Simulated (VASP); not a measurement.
# ZrS2 (P-3m1) in VASP: a series of runs, part 2 of 2

VASP 6.6.1.

### Step 3. Single point, HSE06 (epitaxial xy strain -1.0%)

The input, POSCAR:

```
ZrS2
1.0
    3.6376550941      0.0000000000      0.0000000000
   -1.8188275470      3.1503017217      0.0000000000
    0.0000000000      0.0000000000      5.8861405555
Zr S
1 2
Direct
    0.0000000000      0.0000000000      0.0000000000
    0.3333333333      0.6666666667      0.2479262884
    0.6666666667      0.3333333333      0.7520737116
```

The input, INCAR.step1:

```
PREC     = Accurate       # precision mode
ENCUT    = 400            # plane-wave cutoff, eV
EDIFF    = 1E-5           # SCF threshold, eV
ISMEAR   = 0              # smearing method
SIGMA    = 0.01           # smearing width, eV
LREAL    = False          # projectors in reciprocal space
LASPH    = True           # aspherical terms in the spheres
NELM     = 120            # most SCF steps
ALGO     = Normal         # electronic algorithm
ISIF     = 2              # what is computed and relaxed
LWAVE    = True           # write WAVECAR
LCHARG   = False          # write CHGCAR
GGA      = PE             # functional
NBANDS   = 19             # bands
GGA_COMPAT= False
```

The input, INCAR.step2:

```
PREC     = Accurate       # precision mode
ENCUT    = 400            # plane-wave cutoff, eV
EDIFF    = 1E-6           # SCF threshold, eV
ISMEAR   = 0              # smearing method
SIGMA    = 0.01           # smearing width, eV
LREAL    = False          # projectors in reciprocal space
LASPH    = True           # aspherical terms in the spheres
NELM     = 120            # most SCF steps
ALGO     = Normal         # electronic algorithm
ISIF     = 2              # what is computed and relaxed
LWAVE    = False          # write WAVECAR
LCHARG   = False          # write CHGCAR
GGA      = PE             # functional
LHFCALC  = True           # exact exchange
HFSCREEN = 0.2079         # screening, 1/A
PRECFOCK = Normal       
ISTART   = 1            
NBANDS   = 19             # bands
GGA_COMPAT= False
```

The input, KPOINTS:

```
regular mesh
0
Gamma
  6 6 4
```

Potentials or basis: VASP PAW PBE potentials, release 64 (Zr_sv, S).

On the command line:

```console
$ cat potpaw_PBE.64/Zr_sv/POTCAR potpaw_PBE.64/S/POTCAR > POTCAR
$ cp INCAR.step1 INCAR
$ mpirun -np 1 vasp_std > vasp.out
$ cp INCAR.step2 INCAR
$ mpirun -np 1 vasp_std > vasp.out
```

OUTCAR:

```text
PREC = Accurate
   ENCUT = 400
   EDIFF = 1E-6
   ISMEAR = 0
   LREAL = False
   LASPH = True
   NELM = 120
   ISIF = 2
   GGA = PE
   LHFCALC = True
   HFSCREEN = 0.2079
   PRECFOCK = Normal
   ISTART = 1

 ion  position               nearest neighbor table
   1  0.000  0.000  0.000-   2 2.56   3 2.56   2 2.56   3 2.56   3 2.56   2 2.56
   2  0.333  0.667  0.248-   1 2.56   1 2.56   1 2.56
   3  0.667  0.333  0.752-   1 2.56   1 2.56   1 2.56

  LATTYP: Found a hexagonal cell.
 ALAT       =     3.6376550941
 C/A-ratio  =     1.6181139782

  Lattice vectors:

 A1 = (   3.6376550941,   0.0000000000,   0.0000000000)
 A2 = (  -1.8188275470,   3.1503017217,   0.0000000000)
 A3 = (   0.0000000000,   0.0000000000,   5.8861405555)

Analysis of symmetry for initial positions (statically):
=====================================================================
 Subroutine PRICEL returns:
 Original cell was already a primitive cell.

 Routine SETGRP: Setting up the symmetry group for a
 hexagonal supercell.

 Subroutine GETGRP returns: Found 12 space group operations
 (whereof 12 operations were pure point group operations)
 out of a pool of 24 trial point group operations.

The static configuration has the point symmetry D_3d.

Analysis of symmetry for dynamics (positions and initial velocities):
=====================================================================
 Subroutine PRICEL returns:
 Original cell was already a primitive cell.

 Routine SETGRP: Setting up the symmetry group for a
 hexagonal supercell.

 Subroutine GETGRP returns: Found 12 space group operations
 (whereof 12 operations were pure point group operations)
 out of a pool of 24 trial point group operations.

The dynamic configuration has the point symmetry D_3d.
[... 122 lines left out ...]
  Fermi-wavevector in a.u.,A,eV,Ry     =   1.160051  2.192179 18.309615  1.345719
  Thomas-Fermi vector in A             =   2.296638
   LORBIT       =      0    0 simple, 1 ext, 2 COOP (PROOUT), +10 PAW based schemes
   GGA     = PE    functional components
   LHFCALC =     T    Hartree Fock is set to
   PRECFOCK=normal    Normal, Fast or Accurate (Low or Medium for compatibility)
   ENCUT4O =  -1.0   cutoff for four orbital integrals eV
   NKREDX  =     1    reduce k-point grid by
   NKREDY  =     1    reduce k-point grid by
   NKREDZ  =     1    reduce k-point grid by
   AEXX    =    0.2500 exact exchange contribution
   HFSCREEN=    0.2079 screening length (either q_TF or 0.3 A-1)
   HFSCREENC=   0.2079 screening length for correlation (either q_TF or 0.3 A-1)
   ENCUTFOCK=  -1.0 apply spherical cutoff to Coloumb kernel
   IVDW    =     0    specifies the selected vdW correction
   LEPSILON=     F    determine dielectric tensor
   LRPA    =     F    only Hartree local field effects (RPA)
 non-spin polarized calculation
 Gauss-broadening in eV      SIGMA  =   0.01
  energy-cutoff  :      400.00
  volume of cell :       67.45
 maximum number of plane-waves:      1237
  NGX = 18; NGY = 18; NGZ = 30

 number of electron      24.0000006 magnetization

 Free energy of the ion-electron system (eV)
  ---------------------------------------------------
  ext. energy  EPLUGINS =         0.00000000
  ---------------------------------------------------
  free energy    TOTEN  =       -25.40991807 eV

  energy without entropy =      -25.40991807  energy(sigma->0) =      -25.40991807

 E-fermi :   4.3417     XC(G=0):  -8.0018

 val. band max:        4.2437437580   @ k =   0.0000   0.0000   0.0000
 cond. band min:       5.8685555233   @ k =   0.5000   0.0000   0.5000
 fundamental gap:      1.6248117652
 Fermi energy:         4.3416690445

 k-point     1 :       0.0000    0.0000    0.0000
  band No.  band energies     occupation
      1     -48.1316      2.00000
      2     -24.8179      2.00000
      3     -24.6244      2.00000
      4     -24.6244      2.00000
      5      -9.9037      2.00000
      6      -8.2222      2.00000
[... 505 lines left out ...]
      6      -8.4094      2.00000
[... 11 lines left out ...]
     18      13.5355      0.00000
     19      14.0906      0.00000

------------------------ aborting loop because EDIFF is reached ----------------------------------------

  FORCE on cell =-STRESS in cart. coord.  units (eV):
  Direction    XX          YY          ZZ          XY          YZ          ZX
  --------------------------------------------------------------------------------------
  -------------------------------------------------------------------------------------
  Total        0.6139385      0.6139385      0.1708862      0.0000000      0.0000000      0.0000000
  in kB       14.5824717     14.5824717      4.0589460      0.0000000      0.0000000      0.0000000
  external PRESSURE =      11.0746298 kB  Pullay stress =       0.0000000 kB

 VOLUME and BASIS-vectors are now :
 -----------------------------------------------------------------------------
  energy-cutoff  :      400.00
  volume of cell :       67.45
      direct lattice vectors                 reciprocal lattice vectors
     3.637655094  0.000000000  0.000000000     0.274902368  0.158714956  0.000000000
    -1.818827547  3.150301722  0.000000000     0.000000000  0.317429913  0.000000000
     0.000000000  0.000000000  5.886140555     0.000000000  0.000000000  0.169890608

 POSITION                                       TOTAL-FORCE (eV/Angst)
 -----------------------------------------------------------------------------------
      0.00000      0.00000      0.00000        -0.000000      0.000000      0.000000
     -0.00000      2.10020      1.45933         0.000000      0.000000     -0.190884
      1.81883      1.05010      4.42681        -0.000000     -0.000000      0.190884
 -----------------------------------------------------------------------------------
    total drift:                                0.000000      0.000000      0.000004

  FREE ENERGIE OF THE ION-ELECTRON SYSTEM (eV)
  ---------------------------------------------------
  free  energy   TOTEN  =       -25.4099180693 eV

  energy  without entropy=      -25.4099180693  energy(sigma->0) =      -25.40991807
```

Wall time 50 min (1 thread of Intel Xeon Platinum 8259CL at 2.50GHz (Skylake/Cascade Lake), shared host); peak memory 0.28 GiB.

What came out:

| Property | Result |
| --- | --- |
| Free energy | -25.4099 eV |
| Pressure | 1.1 GPa |
| Largest force | 0.191 eV/Å |
| Band gap on the k mesh | 1.62 eV (least direct gap 2.46 eV) |

Forces in eV/Å, atoms in the order of the input:
```
Zr   0.000  0.000  0.000
S    0.000  0.000 -0.191
S    0.000  0.000  0.191
```

Stress tensor (GPa, compression positive):
```
1.46 0.00 0.00
0.00 1.46 0.00
0.00 0.00 0.41
```

Caveat: the cell differs from its parent crystal (epitaxial xy strain -1.0%); the PAW data sets were made with another functional, which shifts forces and pressure a little; this functional lacks dispersion, which binds layers or chains, so the pressure and a relaxed spacing across them are unreliable.
